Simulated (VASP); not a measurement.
Here is a VASP 6.6.1 calculation.

Contents of INCAR:

```
SYSTEM = CaMg4
PREC     = Accurate       ! precision mode
ENCUT    = 600            ! plane-wave cutoff, eV
EDIFF    = 1E-7           ! SCF threshold, eV
ISMEAR   = 0              ! smearing method
SIGMA    = 0.1            ! smearing width, eV
LREAL    = .False.        ! projectors in reciprocal space
LASPH    = .True.         ! aspherical terms in the spheres
NELM     = 120            ! most SCF steps
ALGO     = Normal         ! electronic algorithm
ISIF     = 3              ! what is computed and relaxed
LWAVE    = .False.        ! write WAVECAR
LCHARG   = .False.        ! write CHGCAR
GGA      = PE             ! functional
IBRION   = 2              ! ionic algorithm
NSW      = 90             ! ionic steps
EDIFFG   = -0.04          ! ionic threshold
GGA_COMPAT= .False.      
NELMIN   = 4
```

File KPOINTS:

```
regular mesh
0
Gamma
  4 4 4
  0 0 0
```

POSCAR

```
CaMg4
1.0
    4.8096692100      0.0000000000      0.0000000000
    0.0000000000      4.8096692100      0.0000000000
    0.0000000000      0.0000000000      4.8096692100
Ca Mg
1 4
Direct
    0.0000000000      0.0000000000      0.0000000000
    0.0000000000      0.5000000000      0.5000000000
    0.5000000000      0.0000000000      0.5000000000
    0.5000000000      0.5000000000      0.0000000000
    0.5000000000      0.5000000000      0.5000000000
```

Potentials or basis: VASP PAW PBE potentials, release 64 (Ca_sv, Mg).

Command:

```bash
$ cat potpaw_PBE.64/Ca_sv/POTCAR potpaw_PBE.64/Mg/POTCAR > POTCAR
$ mpirun -np 1 vasp_std > vasp.out
```

Question: Predict the relaxed volume.

Answer: 30.54 Å³/atom.

Question: What does it give for the relaxed cell?

Answer: a = 5.345 Å, b = 5.345 Å, c = 5.345 Å, α = 90.00°, β = 90.00°, γ = 90.00°.

Question: Estimate the band gap on the k mesh.

Answer: Zero (bands 9 and 10 overlap by 1.49 eV).

Question: Predict the space group after relaxing (to 0.1 Å).

Answer: Pm-3m (No. 221).

Final structure:
```
Ca Mg
1.0
     5.34524    0.00000    0.00000
     0.00000    5.34524    0.00000
     0.00000    0.00000    5.34524
Ca Mg
1 4
Direct
  0.00000 0.00000 0.00000
  0.00000 0.50000 0.50000
  0.50000 0.00000 0.50000
  0.50000 0.50000 0.00000
  0.50000 0.50000 0.50000
```

Caveat: the volume moved by over 15 % at a fixed basis, so the end points are rough.
